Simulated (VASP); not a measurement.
# P (I4/mmm) in VASP: a series of runs

The runs below take P through single point, with PBE.

Program: VASP 6.6.1. These are calculated values, not measurements. Logs are shortened: lines on timing, memory, paths and dates and some standing lists are left out, and cuts for length are marked.

### 1 The cell of the first run

The structure is tetragonal, space group I4/mmm (No. 139). Conventional cell: a = 2.392 Å, b = 2.392 Å, c = 5.440 Å, α = 90.00°, β = 90.00°, γ = 90.00°. P (site symmetry 4/mmm) has 4 P at 2.39 Å within 3.2 Å.

### 2 Single point, PBE

The input, INCAR:

```
SYSTEM = P
ALGO = Normal
EDIFF = 1E-6
ENCUT = 520
GGA = PE
ISIF = 2
ISMEAR = 0
LASPH = .True.
LCHARG = .False.
LREAL = .False.
LWAVE = .False.
NBANDS = 8
NELM = 100
PREC = Accurate
SIGMA = 0.1
```

The input, KPOINTS:

```
k-points
0
Gamma
  8 8 8
  0 0 0
```

The input, POSCAR:

```
P
1.0
   -1.1959525441      1.1959525441      2.7202247856
    1.1959525441     -1.1959525441      2.7202247856
    1.1959525441      1.1959525441     -2.7202247856
P
1
Direct
    0.0000000000      0.0000000000      0.0000000000
```

Potentials or basis: VASP PAW PBE potentials, release 64 (P).

The run is started by

```
$ cat potpaw_PBE.64/P/POTCAR > POTCAR
$ mpirun -np 1 vasp_std > vasp.out
```

OUTCAR:

```text
SYSTEM = P
   EDIFF = 1E-6
   ENCUT = 520
   GGA = PE
   ISIF = 2
   ISMEAR = 0
   LASPH = .True.
   LREAL = .False.
   NELM = 100
   PREC = Accurate

 ion  position               nearest neighbor table
   1  0.000  0.000  0.000-

  LATTYP: Found a body centered tetragonal cell.
 ALAT       =     2.3919050882
 C/A-ratio  =     2.2745256900

  Lattice vectors:

 A1 = (  -1.1959525441,   1.1959525441,   2.7202247856)
 A2 = (   1.1959525441,  -1.1959525441,   2.7202247856)
 A3 = (   1.1959525441,   1.1959525441,  -2.7202247856)

Analysis of symmetry for initial positions (statically):
=====================================================================
 Subroutine PRICEL returns:
 Original cell was already a primitive cell.

 Routine SETGRP: Setting up the symmetry group for a
 body centered tetragonal supercell.

 Subroutine GETGRP returns: Found 16 space group operations
 (whereof 16 operations were pure point group operations)
 out of a pool of 16 trial point group operations.

The static configuration has the point symmetry D_4h.

Analysis of symmetry for dynamics (positions and initial velocities):
=====================================================================
 Subroutine PRICEL returns:
 Original cell was already a primitive cell.

 Routine SETGRP: Setting up the symmetry group for a
 body centered tetragonal supercell.

 Subroutine GETGRP returns: Found 16 space group operations
 (whereof 16 operations were pure point group operations)
 out of a pool of 16 trial point group operations.

The dynamic configuration has the point symmetry D_4h.

 Subroutine INISYM returns: Found 16 space group operations
 (whereof 16 operations are pure point group operations),
 and found     1 'primitive' translations

----------------------------------------------------------------------------------------

                                     Primitive cell

  volume of cell :      15.5630

  direct lattice vectors                    reciprocal lattice vectors
    -1.195952544  1.195952544  2.720224786     0.000000000  0.418076789  0.183808339
     1.195952544 -1.195952544  2.720224786     0.418076789  0.000000000  0.183808339
     1.195952544  1.195952544 -2.720224786     0.418076789  0.418076789  0.000000000

  length of vectors
     3.203159044  3.203159044  3.203159044     0.456698705  0.456698705  0.591249866

  position of ions in fractional coordinates (direct lattice)
     0.000000000  0.000000000  0.000000000

  ion indices of the primitive-cell ions
   primitive index   ion index
                 1           1

----------------------------------------------------------------------------------------

 KPOINTS: k-points

Automatic generation of k-mesh.
 Grid dimensions read from file:
 generate k-points for:    8    8    8

 Generating k-lattice:

  Cartesian coordinates                     Fractional coordinates (reciprocal lattice)
     0.000000000  0.052259599  0.022976042     0.125000000  0.000000000 -0.000000000
     0.052259599  0.000000000  0.022976042     0.000000000  0.125000000 -0.000000000
     0.052259599  0.052259599  0.000000000     0.000000000  0.000000000  0.125000000

  Length of vectors
     0.057087338  0.057087338  0.073906233

  Shift w.r.t. Gamma in fractional coordinates (k-lattice)
     0.000000000  0.000000000  0.000000000

 Subroutine IBZKPT returns following result:
 ===========================================

 Found     59 irreducible k-points:

 Following reciprocal coordinates:
            Coordinates               Weight
  0.000000  0.000000  0.000000      1.000000
  0.125000  0.000000  0.000000      8.000000
  0.250000  0.000000  0.000000      8.000000
  0.375000 -0.000000  0.000000      8.000000
  0.500000  0.000000  0.000000      4.000000
  0.125000  0.125000  0.000000      8.000000
[... 16 lines left out ...]
  0.250000  0.125000  0.125000     16.000000
  0.375000  0.125000  0.125000      8.000000
 [... further k-points ...]
   k-points           NKPTS =     59   k-points in BZ     NKDIM =     59   number of bands    NBANDS=      8
   number of dos      NEDOS =    301   number of ions     NIONS =      1
   total plane-waves  NPLWV =  13824
   dimension x,y,z NGX =    24 NGY =   24 NGZ =   24
   dimension x,y,z NGXF=    48 NGYF=   48 NGZF=   48
   ions per type =               1
   NGX,Y,Z   is equivalent  to a cutoff of  12.46, 12.46, 12.46 a.u.
   NGXF,Y,Z  is equivalent  to a cutoff of  24.91, 24.91, 24.91 a.u.
 SYSTEM =  P
   PREC   = accura    normal or accurate (medium, high low for compatibility)
   ISTART =      0    job   : 0-new  1-cont  2-samecut
   ICHARG =      2    charge: 1-file 2-atom 10-const
   ISPIN  =      1    spin polarized calculation?
   LNONCOLLINEAR =      F non collinear calculations
   LSORBIT =      F    spin-orbit coupling
   LASPH  =      T    aspherical Exc in radial PAW
   ENCUT  =  520.0 eV  38.22 Ry    6.18 a.u.   5.96  5.96  5.96*2*pi/ulx,y,z
   NELM   =    100;   NELMIN=  2; NELMDL= -5     # of ELM steps
   EDIFF  = 0.1E-05   stopping-criterion for ELM
   LREAL  =      F    real-space projection
[... 7 lines left out ...]
   TEBEG  =    0.0;   TEEND  =   0.0 temperature during run
   PSTRESS=    0.0 pullay stress
   NELECT =       5.0000    total number of electrons
   NUPDOWN=      -1.0000    fix difference up-down
   EMIN   =  10.00;   EMAX   =-10.00  energy-range for DOS
   EFERMI =   0.00;   METHOD = LEGACY
   ISMEAR =     0;   SIGMA  =   0.10  broadening in eV -4-tet -1-fermi 0-gaus
   EFERMI_NEDOS =   21; number of points for ismear=-14 and -15
   IALGO  =     38    algorithm
   IMIX   =      4    mixing-type and parameters
     AMIX     =   0.40;   BMIX     =  1.00
     AMIX_MAG =   1.60;   BMIX_MAG =  1.00
  volume/ion in A,a.u.               =      15.56       105.02
  Fermi-wavevector in a.u.,A,eV,Ry     =   1.121245  2.118846 17.105120  1.257191
  Thomas-Fermi vector in A             =   2.257897
   LORBIT       =      0    0 simple, 1 ext, 2 COOP (PROOUT), +10 PAW based schemes
   GGA     = PE    functional components
   LHFCALC =     F    Hartree Fock is set to
   AEXX    =    0.0000 exact exchange contribution
   IVDW    =     0    specifies the selected vdW correction
   LEPSILON=     F    determine dielectric tensor
   LRPA    =     F    only Hartree local field effects (RPA)
 non-spin polarized calculation
 Gauss-broadening in eV      SIGMA  =   0.10
  energy-cutoff  :      520.00
  volume of cell :       15.56
 maximum number of plane-waves:       431
   NGX = 11   NGY = 11   NGZ = 11

 number of electron       5.0000000 magnetization

 Free energy of the ion-electron system (eV)
  ---------------------------------------------------
  ext. energy  EPLUGINS =         0.00000000
  ---------------------------------------------------
  free energy    TOTEN  =        -4.76236896 eV

  energy without entropy =       -4.75996107  energy(sigma->0) =       -4.76116502

 E-fermi :   8.5172     XC(G=0): -11.0550

 val. band max:        8.4883845095   @ k =   0.3750   0.3750   0.0000
 cond. band min:       8.5379243257   @ k =  -0.1250   0.1250   0.1250
 fundamental gap:      0.0495398162
 Fermi energy:         8.5172207168

 k-point     1 :       0.0000    0.0000    0.0000
  band No.  band energies     occupation
      1      -7.2060      2.00000
      2       9.8131      0.00000
      3      14.8829      0.00000
      4      16.5480      0.00000
      5      16.5480      0.00000
      6      17.6636      0.00000
      7      24.8766      0.00000
      8      24.8766      0.00000

 k-point     2 :       0.1250    0.0000    0.0000
  band No.  band energies     occupation
      1      -6.7609      2.00000
      2       9.3832      0.00000
      3      12.6272      0.00000
      4      15.9642      0.00000
      5      16.7465      0.00000
      6      20.5994      0.00000
      7      21.2431      0.00000
      8      25.4065      0.00000

 k-point     3 :       0.2500    0.0000    0.0000
  band No.  band energies     occupation
      1      -5.4397      2.00000
      2       8.0057      2.00000
      3       8.9088      0.00000
      4      16.2673      0.00000
      5      17.3424      0.00000
      6      19.5180      0.00000
      7      23.0169      0.00000
      8      26.8039      0.00000

 k-point     4 :       0.3750   -0.0000    0.0000
  band No.  band energies     occupation
      1      -3.3104      2.00000
      2       3.8326      2.00000
      3       8.6892      0.01500
      4      14.0324      0.00000
      5      18.2274      0.00000
      6      21.6689      0.00000
      7      25.7655      0.00000
      8      25.8259      0.00000

 k-point     5 :       0.5000    0.0000    0.0000
  band No.  band energies     occupation
      1      -1.2201      2.00000
      2       1.0214      2.00000
      3       8.7334      0.00223
      4      13.0895      0.00000
      5      18.7796      0.00000
      6      22.7766      0.00000
      7      24.5534      0.00000
      8      28.7771      0.00000
[... 177 lines left out ...]
 k-point    22 :       0.1250    0.1250    0.1250
  band No.  band energies     occupation
      1      -3.9307      2.00000
      2       8.3396      1.98800
      3       9.7274      0.00000
      4      11.0095      0.00000
      5      17.9505      0.00000
      6      18.2668      0.00000
      7      20.4420      0.00000
      8      23.1522      0.00000

 k-point    23 :       0.2500    0.1250    0.1250
  band No.  band energies     occupation
      1      -1.8158      2.00000
      2       5.0959      2.00000
      3       9.6916      0.00000
      4      11.0151      0.00000
      5      15.6746      0.00000
      6      17.7822      0.00000
      7      20.6376      0.00000
      8      26.1345      0.00000

 k-point    24 :       0.3750    0.1250    0.1250
  band No.  band energies     occupation
      1       0.2886      2.00000
      2       2.3554      2.00000
      3       9.8191      0.00000
      4      11.5366      0.00000
      5      14.7133      0.00000
      6      16.4029      0.00000
      7      22.7809      0.00000
      8      26.4606      0.00000

 [... further k-points ...]

------------------------ aborting loop because EDIFF is reached ----------------------------------------

  FORCE on cell =-STRESS in cart. coord.  units (eV):
  Direction    XX          YY          ZZ          XY          YZ          ZX
  --------------------------------------------------------------------------------------
  -------------------------------------------------------------------------------------
  Total       -0.0372840     -0.0372840     -0.0095608      0.0000000      0.0000000      0.0000000
  in kB       -3.8383164     -3.8383164     -0.9842602      0.0000000      0.0000000      0.0000000
  external PRESSURE =      -2.8869643 kB  Pullay stress =       0.0000000 kB

 VOLUME and BASIS-vectors are now :
 -----------------------------------------------------------------------------
  energy-cutoff  :      520.00
  volume of cell :       15.56
      direct lattice vectors                 reciprocal lattice vectors
    -1.195952544  1.195952544  2.720224786     0.000000000  0.418076789  0.183808339
     1.195952544 -1.195952544  2.720224786     0.418076789  0.000000000  0.183808339
     1.195952544  1.195952544 -2.720224786     0.418076789  0.418076789  0.000000000

 POSITION                                       TOTAL-FORCE (eV/Angst)
 -----------------------------------------------------------------------------------
      0.00000      0.00000      0.00000        -0.000000      0.000000     -0.000000
 -----------------------------------------------------------------------------------
    total drift:                                0.000000      0.000000     -0.000000

  FREE ENERGIE OF THE ION-ELECTRON SYSTEM (eV)
  ---------------------------------------------------
  free  energy   TOTEN  =        -4.7623689620 eV

  energy  without entropy=       -4.7599610704  energy(sigma->0) =       -4.76116502
```

Wall time 4.3 s (1 thread of Intel Xeon 6975P-C, shared host); peak memory 0.13 GiB.

Results:

* Free energy: -4.7624 eV
* Pressure: -0.3 GPa

Levels at points of the mesh, in eV from the Fermi level:
| k point | band 1 | band 2 | band 3 | band 4 | band 5 |
| --- | --- | --- | --- | --- | --- |
| (0.00, 0.00, 0.00) | -15.72 | 1.30 | 6.37 | 8.03 | 8.03 |
| (0.50, 0.00, 0.00) | -9.74 | -7.50 | 0.22 | 4.57 | 10.26 |
| (0.50, 0.50, 0.00) | -4.44 | -4.05 | -2.67 | 2.60 | 2.99 |
| (0.50, 0.50, 0.50) | -13.22 | -7.56 | 6.54 | 6.54 | 7.73 |

Caveat: the k points lie up to 0.46 Å⁻¹ apart.

### 3 Single point, PBE

This run uses another cell than the first one, of 21.14 Å³/atom, 1.358 times its volume.

The input, INCAR:

```
ALGO = Normal ; EDIFF = 1E-6
ENCUT = 520 ; GGA = PE
ISIF = 2 ; ISMEAR = 0
LASPH = True ; LCHARG = False
LREAL = False ; LWAVE = False
NBANDS = 8 ; NELM = 60
PREC = Accurate ; SIGMA = 0.1
```

The input, KPOINTS:

```
k-points
0
Gamma
  10 10 10
```

The input, POSCAR:

```
P
1.0
   -1.1565459531      1.1565459531      3.9506593274
    1.1565459531     -1.1565459531      3.9506593274
    1.1565459531      1.1565459531     -3.9506593274
P
1
Direct
    0.0000000000      0.0000000000      0.0000000000
```

Potentials or basis: VASP PAW PBE potentials, release 64 (P).

The run is started by

```
$ cat potpaw_PBE.64/P/POTCAR > POTCAR
$ mpirun -np 1 vasp_std > vasp.out
```

Wall time 46 s (1 thread of Oxide Virtual Turin-like, shared host); peak memory 0.13 GiB.

The run converged. Its results:

* Free energy: -4.9060 eV
* Pressure: 0.0 GPa

Stress tensor (GPa, compression positive):
```
-0.09  0.00  0.00
 0.00 -0.09  0.00
 0.00  0.00  0.11
```

Levels at points of the mesh, in eV from the Fermi level:
| k point | band 1 | band 2 | band 3 | band 4 | band 5 | band 6 | band 7 |
| --- | --- | --- | --- | --- | --- | --- | --- |
| (0.00, 0.00, 0.00) | -15.04 | -3.56 | 2.74 | 8.55 | 8.55 | 8.77 | 16.09 |
| (0.50, 0.00, 0.00) | -9.39 | -7.45 | -0.08 | 4.38 | 11.10 | 12.01 | 12.53 |
| (0.50, 0.50, 0.00) | -3.57 | -3.45 | -2.70 | 2.64 | 4.04 | 8.40 | 10.09 |
| (0.50, 0.50, 0.50) | -14.83 | -5.46 | 8.46 | 8.46 | 8.69 | 9.97 | 10.36 |

Caveat: the k points lie up to 0.38 Å⁻¹ apart.
